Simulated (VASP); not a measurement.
Wanted: the native input for a VASP 6.6.1 run.

```
Task                   : single point
Functional             : PBE
Potentials or basis    : VASP PAW PBE potentials, release 64 (Tm_3, Ge_d, F), 4f in core
Cutoff                 : 600 eV
k mesh                 : 12 × 12 × 6
Occupations            : gaussian, width 0.01 eV
Spin                   : no spin polarisation
Dipole correction      : no
Further INCAR settings : ALGO = Normal; EDIFF = 1e-06; NBANDS = 31
```

The structure of Tm2GeF2 lies in POSCAR:

```
Tm2GeF2
1.0
    4.0827872375      0.0000000000      0.0000000000
   -2.0413936187      3.5357974659      0.0000000000
    0.0000000000      0.0000000000      6.3917605475
Tm Ge F
2 1 2
Direct
    0.6666666667      0.3333333333      0.2435271827
    0.3333333333      0.6666666667      0.7564728173
    0.0000000000      0.0000000000      0.0000000000
    0.3333333333      0.6666666667      0.4054347303
    0.6666666667      0.3333333333      0.5945652697
```

The input as run:

INCAR

```
SYSTEM = Tm2GeF2
ALGO = Normal ; EDIFF = 1E-6
ENCUT = 600 ; GGA = PE
GGA_COMPAT = .False. ; ISIF = 2
ISMEAR = 0 ; LASPH = .True.
LCHARG = .False. ; LMAXMIX = 6
LREAL = .False. ; LWAVE = .False.
NBANDS = 31 ; NELM = 200
PREC = Accurate ; SIGMA = 0.01
```

KPOINTS

```
k-points
0
Gamma
  12 12 6
  0 0 0
```

Potentials or basis: VASP PAW PBE potentials, release 64 (Tm_3, Ge_d, F), 4f in core.

Command:

```console
$ cat potpaw_PBE.64/Tm_3/POTCAR potpaw_PBE.64/Ge_d/POTCAR potpaw_PBE.64/F/POTCAR > POTCAR
$ mpirun -np 1 vasp_std > vasp.out
```

Results of the run:

```
Pressure               : -0.1 GPa
Largest force          : 0.113 eV/Å
Band gap on the k mesh : 0.41 eV (least direct gap 0.93 eV)
```

Caveat: semilocal functionals underestimate gaps, and a narrow one can read as zero; spin-orbit coupling is left out, which moves the levels of the heavy elements; the 4f electrons are frozen in the core, so they carry no moment and show no levels.

Run time: 3.5 min on 1 thread of Intel(R) Xeon(R) 6975P-C (Granite Rapids), on a shared host, peak memory 0.48 GiB.
